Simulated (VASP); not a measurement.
# AlN (P6_3/mmc) in VASP: notebook

The runs below take AlN through single point, with PBEsol.

All numbers are computed with VASP 6.6.1; they aren't measurements. Logs are shortened: lines on timing, memory, paths and dates and some standing lists are left out, and cuts for length are marked.

### 1 The cell of the first run

It takes space group P6_3/mmc (No. 194, hexagonal). Conventional cell: a = 3.426 Å, b = 3.426 Å, c = 4.029 Å, α = 90.00°, β = 90.00°, γ = 120.00°. Within 2.6 Å of Al (site symmetry -6m2) lie 5 N at 1.98 to 2.01 Å. Within 2.6 Å of N (site symmetry -6m2) lie 5 Al at 1.98 to 2.01 Å.

### 2 Single point, PBEsol (volume 10.239 Å^3 an atom, c/a of the conventional cell 1.1761)

INCAR reads:

```
SYSTEM = AlN
  ALGO = Normal
  EDIFF = 1E-6
  ENCUT = 520
  GGA = PS
  ISIF = 2
  ISMEAR = 0
  LASPH = .True.
  LCHARG = .False.
  LREAL = .False.
  LWAVE = .False.
  NBANDS = 16
  NELM = 60
  PREC = Accurate
  SIGMA = 0.05
```

KPOINTS reads:

```
k-points
0
Gamma
  9 9 6
  0 0 0
```

POSCAR reads:

```
AlN
1.0
    3.4259489260      0.0000000000      0.0000000000
   -1.7129744630      2.9669588020      0.0000000000
    0.0000000000      0.0000000000      4.0292585318
Al N
2 2
Direct
    0.3333333333      0.6666666667      0.7500000000
    0.6666666667      0.3333333333      0.2500000000
    0.3333333333      0.6666666667      0.2500000000
    0.6666666667      0.3333333333      0.7500000000
```

Potentials or basis: VASP PAW PBE potentials, release 64 (Al, N).

Launch:

```bash
cat potpaw_PBE.64/Al/POTCAR potpaw_PBE.64/N/POTCAR > POTCAR
mpirun -np 1 vasp_std > vasp.out
```

OUTCAR:

```text
SYSTEM = AlN
   EDIFF = 1E-6
   ENCUT = 520
   GGA = PS
   ISIF = 2
   ISMEAR = 0
   LASPH = .True.
   LREAL = .False.
   NELM = 60
   PREC = Accurate

 ion  position               nearest neighbor table
   1  0.333  0.667  0.750-   4 1.98   4 1.98   4 1.98   3 2.01   3 2.01   2 2.82   2 2.82   2 2.82
                             2 2.82   2 2.82   2 2.82
   2  0.667  0.333  0.250-   3 1.98   3 1.98   3 1.98   4 2.01   4 2.01   1 2.82   1 2.82   1 2.82
                             1 2.82   1 2.82   1 2.82
   3  0.333  0.667  0.250-   2 1.98   2 1.98   2 1.98   1 2.01   1 2.01
   4  0.667  0.333  0.750-   1 1.98   1 1.98   1 1.98   2 2.01   2 2.01

  LATTYP: Found a hexagonal cell.
 ALAT       =     3.4259489260
 C/A-ratio  =     1.1761000000

  Lattice vectors:

 A1 = (   3.4259489260,   0.0000000000,   0.0000000000)
 A2 = (  -1.7129744630,   2.9669588020,   0.0000000000)
 A3 = (   0.0000000000,   0.0000000000,   4.0292585318)

Analysis of symmetry for initial positions (statically):
=====================================================================
 Subroutine PRICEL returns:
 Original cell was already a primitive cell.

 Routine SETGRP: Setting up the symmetry group for a
 hexagonal supercell.

 Subroutine GETGRP returns: Found 24 space group operations
 (whereof 12 operations were pure point group operations)
 out of a pool of 24 trial point group operations.

The static configuration has the point symmetry D_3d.
 The point group associated with its full space group is D_6h.

Analysis of symmetry for dynamics (positions and initial velocities):
=====================================================================
 Subroutine PRICEL returns:
 Original cell was already a primitive cell.

 Routine SETGRP: Setting up the symmetry group for a
 hexagonal supercell.

 Subroutine GETGRP returns: Found 24 space group operations
 (whereof 12 operations were pure point group operations)
 out of a pool of 24 trial point group operations.

The dynamic configuration has the point symmetry D_3d.
 The point group associated with its full space group is D_6h.

 Subroutine INISYM returns: Found 24 space group operations
 (whereof 12 operations are pure point group operations),
 and found     1 'primitive' translations

----------------------------------------------------------------------------------------

                                     Primitive cell

  volume of cell :      40.9560

  direct lattice vectors                    reciprocal lattice vectors
     3.425948926  0.000000000  0.000000000     0.291889932  0.168522731  0.000000000
    -1.712974463  2.966958802  0.000000000     0.000000000  0.337045462  0.000000000
     0.000000000  0.000000000  4.029258532     0.000000000  0.000000000  0.248184621

  length of vectors
     3.425948926  3.425948926  4.029258532     0.337045462  0.337045462  0.248184621

  position of ions in fractional coordinates (direct lattice)
     0.333333333  0.666666667  0.750000000
     0.666666667  0.333333333  0.250000000
     0.333333333  0.666666667  0.250000000
     0.666666667  0.333333333  0.750000000

  ion indices of the primitive-cell ions
   primitive index   ion index
                 1           1
                 2           2
                 3           3
                 4           4

----------------------------------------------------------------------------------------

 KPOINTS: k-points

Automatic generation of k-mesh.
 Grid dimensions read from file:
 generate k-points for:    9    9    6

 Generating k-lattice:

  Cartesian coordinates                     Fractional coordinates (reciprocal lattice)
     0.032432215  0.018724748  0.000000000     0.111111111  0.000000000  0.000000000
     0.000000000  0.037449496  0.000000000     0.000000000  0.111111111  0.000000000
     0.000000000  0.000000000  0.041364103     0.000000000  0.000000000  0.166666667

  Length of vectors
     0.037449496  0.037449496  0.041364103

  Shift w.r.t. Gamma in fractional coordinates (k-lattice)
     0.000000000  0.000000000  0.000000000

 Subroutine IBZKPT returns following result:
 ===========================================

 Found     48 irreducible k-points:

 Following reciprocal coordinates:
            Coordinates               Weight
  0.000000  0.000000  0.000000      1.000000
  0.111111  0.000000  0.000000      6.000000
  0.222222  0.000000  0.000000      6.000000
  0.333333  0.000000  0.000000      6.000000
  0.444444  0.000000  0.000000      6.000000
  0.111111  0.111111  0.000000      6.000000
[... 16 lines left out ...]
  0.333333  0.222222  0.166667     24.000000
  0.333333  0.333333  0.166667      4.000000
 [... further k-points ...]
   k-points           NKPTS =     48   k-points in BZ     NKDIM =     48   number of bands    NBANDS=     16
   number of dos      NEDOS =    301   number of ions     NIONS =      4
   total plane-waves  NPLWV =  23520
   dimension x,y,z NGX =    28 NGY =   28 NGZ =   30
   dimension x,y,z NGXF=    56 NGYF=   56 NGZF=   60
   ions per type =               2   2
   NGX,Y,Z   is equivalent  to a cutoff of  13.59, 13.59, 12.38 a.u.
   NGXF,Y,Z  is equivalent  to a cutoff of  27.17, 27.17, 24.76 a.u.
 SYSTEM =  AlN
   PREC   = accura    normal or accurate (medium, high low for compatibility)
   ISTART =      0    job   : 0-new  1-cont  2-samecut
   ICHARG =      2    charge: 1-file 2-atom 10-const
   ISPIN  =      1    spin polarized calculation?
   LNONCOLLINEAR =      F non collinear calculations
   LSORBIT =      F    spin-orbit coupling
   LASPH  =      T    aspherical Exc in radial PAW
   ENCUT  =  520.0 eV  38.22 Ry    6.18 a.u.   6.37  6.37  7.49*2*pi/ulx,y,z
   NELM   =     60;   NELMIN=  2; NELMDL= -5     # of ELM steps
   EDIFF  = 0.1E-05   stopping-criterion for ELM
   LREAL  =      F    real-space projection
   EDIFFG = 0.1E-04   stopping-criterion for IOM
   NSW    =      0    number of steps for IOM
   IBRION =     -1    ionic relax: 0-MD 1-quasi-New 2-CG
   NFREE  =      0    steps in history (QN), initial steepest desc. (CG)
   ISIF   =      2    stress and relaxation
   ISYM   =      2    0-nonsym 1-usesym 2-fastsym
   POTIM  = 0.5000    time-step for ionic-motion
   TEBEG  =    0.0;   TEEND  =   0.0 temperature during run
   PSTRESS=    0.0 pullay stress
   NELECT =      16.0000    total number of electrons
   NUPDOWN=      -1.0000    fix difference up-down
   EMIN   =  10.00;   EMAX   =-10.00  energy-range for DOS
   EFERMI =   0.00;   METHOD = LEGACY
   ISMEAR =     0;   SIGMA  =   0.05  broadening in eV -4-tet -1-fermi 0-gaus
   EFERMI_NEDOS =   21; number of points for ismear=-14 and -15
   IALGO  =     38    algorithm
   IMIX   =      4    mixing-type and parameters
     AMIX     =   0.40;   BMIX     =  1.00
     AMIX_MAG =   1.60;   BMIX_MAG =  1.00
  volume/ion in A,a.u.               =      10.24        69.10
  Fermi-wavevector in a.u.,A,eV,Ry     =   1.196765  2.261558 19.486905  1.432247
  Thomas-Fermi vector in A             =   2.332697
   LORBIT       =      0    0 simple, 1 ext, 2 COOP (PROOUT), +10 PAW based schemes
   GGA     = PS    functional components
   LHFCALC =     F    Hartree Fock is set to
   AEXX    =    0.0000 exact exchange contribution
   IVDW    =     0    specifies the selected vdW correction
   LEPSILON=     F    determine dielectric tensor
   LRPA    =     F    only Hartree local field effects (RPA)
 non-spin polarized calculation
 Gauss-broadening in eV      SIGMA  =   0.05
  energy-cutoff  :      520.00
  volume of cell :       40.96
 maximum number of plane-waves:      1119
 NGX is ok and might be reduce to    28
   NGX = 13   NGY = 13   NGZ = 15

 number of electron      15.9999998 magnetization

 Free energy of the ion-electron system (eV)
  ---------------------------------------------------
  ext. energy  EPLUGINS =         0.00000000
  ---------------------------------------------------
  free energy    TOTEN  =       -30.81826046 eV

  energy without entropy =      -30.81826046  energy(sigma->0) =      -30.81826046

 E-fermi :   7.4621     XC(G=0): -11.2082

 val. band max:        7.1752635673   @ k =   0.0000   0.0000   0.0000
 cond. band min:      10.3833896656   @ k =   0.0000   0.0000   0.0000
 fundamental gap:      3.2081260983
 Fermi energy:         7.4621158772

 k-point     1 :       0.0000    0.0000    0.0000
  band No.  band energies     occupation
      1      -9.0690      2.00000
      2      -5.1955      2.00000
      3       0.9088      2.00000
      4       4.0781      2.00000
      5       4.0781      2.00000
      6       6.0845      2.00000
[... 8 lines left out ...]
     15      18.9278      0.00000
     16      18.9278      0.00000

 k-point     2 :       0.1111    0.0000    0.0000
  band No.  band energies     occupation
      1      -8.9395      2.00000
      2      -5.2258      2.00000
      3       1.0445      2.00000
      4       3.6527      2.00000
      5       3.8815      2.00000
      6       5.6088      2.00000
[... 8 lines left out ...]
     15      18.4272      0.00000
     16      18.8052      0.00000

 k-point     3 :       0.2222    0.0000    0.0000
  band No.  band energies     occupation
      1      -8.5678      2.00000
      2      -5.3523      2.00000
      3       1.4392      2.00000
      4       2.7279      2.00000
      5       3.4796      2.00000
      6       4.7992      2.00000
[... 8 lines left out ...]
     15      17.6216      0.00000
     16      19.6343      0.00000

 k-point     4 :       0.3333    0.0000    0.0000
  band No.  band energies     occupation
      1      -8.0148      2.00000
      2      -5.6440      2.00000
      3       1.8785      2.00000
      4       2.0432      2.00000
      5       3.1161      2.00000
      6       4.1501      2.00000
[... 8 lines left out ...]
     15      18.0071      0.00000
     16      20.6490      0.00000
[... 324 lines left out ...]
 k-point    22 :       0.2222    0.2222    0.1667
  band No.  band energies     occupation
      1      -7.5653      2.00000
      2      -5.9019      2.00000
      3       1.3298      2.00000
      4       1.7031      2.00000
      5       3.2986      2.00000
      6       4.0181      2.00000
[... 8 lines left out ...]
     15      19.0848      0.00000
     16      20.5638      0.00000

 k-point    23 :       0.3333    0.2222    0.1667
  band No.  band energies     occupation
      1      -7.0478      2.00000
      2      -6.2258      2.00000
      3       1.1010      2.00000
      4       1.7908      2.00000
      5       2.5685      2.00000
      6       4.4713      2.00000
[... 8 lines left out ...]
     15      19.1005      0.00000
     16      20.3912      0.00000

 k-point    24 :       0.3333    0.3333    0.1667
  band No.  band energies     occupation
      1      -6.5991      2.00000
      2      -6.5991      2.00000
      3       1.0700      2.00000
      4       2.0375      2.00000
      5       2.0375      2.00000
      6       5.0214      2.00000
[... 8 lines left out ...]
     15      18.7349      0.00000
     16      20.5132      0.00000

 [... further k-points ...]
[... 5 lines left out ...]
  --------------------------------------------------------------------------------------
  -------------------------------------------------------------------------------------
  Total       -3.3745696     -3.3745696     -0.2903894      0.0000000      0.0000000      0.0000000
  in kB     -132.0114006   -132.0114006    -11.3598821      0.0000000      0.0000000      0.0000000
  external PRESSURE =     -91.7942278 kB  Pullay stress =       0.0000000 kB

 VOLUME and BASIS-vectors are now :
 -----------------------------------------------------------------------------
  energy-cutoff  :      520.00
  volume of cell :       40.96
      direct lattice vectors                 reciprocal lattice vectors
     3.425948926  0.000000000  0.000000000     0.291889932  0.168522731  0.000000000
    -1.712974463  2.966958802  0.000000000     0.000000000  0.337045462  0.000000000
     0.000000000  0.000000000  4.029258532     0.000000000  0.000000000  0.248184621

 POSITION                                       TOTAL-FORCE (eV/Angst)
 -----------------------------------------------------------------------------------
     -0.00000      1.97797      3.02194        -0.000000     -0.000000      0.000000
      1.71297      0.98899      1.00731         0.000000      0.000000      0.000000
     -0.00000      1.97797      1.00731        -0.000000      0.000000      0.000000
      1.71297      0.98899      3.02194         0.000000     -0.000000      0.000000
 -----------------------------------------------------------------------------------
    total drift:                               -0.000000      0.000000     -0.000000

  FREE ENERGIE OF THE ION-ELECTRON SYSTEM (eV)
  ---------------------------------------------------
  free  energy   TOTEN  =       -30.8182604553 eV

  energy  without entropy=      -30.8182604553  energy(sigma->0) =      -30.81826046
```

It took 13 s on 1 thread of Intel Xeon 6975P-C (Granite Rapids), shared host; peak memory 0.16 GiB.

Results:

```
Free energy            : -30.8183 eV
Pressure               : -9.2 GPa
Band gap on the k mesh : 3.21 eV, direct
```

Levels at points of the mesh, in eV from the valence-band top:
```csv
k point,band 4,band 5,band 6,band 7,band 8,band 9,band 10,band 11,band 12,band 13
"(0.00, 0.00, 0.00)",-3.10,-3.10,-1.09,-1.09,0.00,3.21,4.23,7.97,7.97,11.32
"(0.00, 0.00, 0.50)",-3.48,-2.14,-2.14,-2.14,-2.14,5.68,5.68,8.04,8.04,8.04
```

Caveat: the PAW data sets were made with another functional, which shifts forces and pressure a little.

(Part 1 of 2 ends here.)
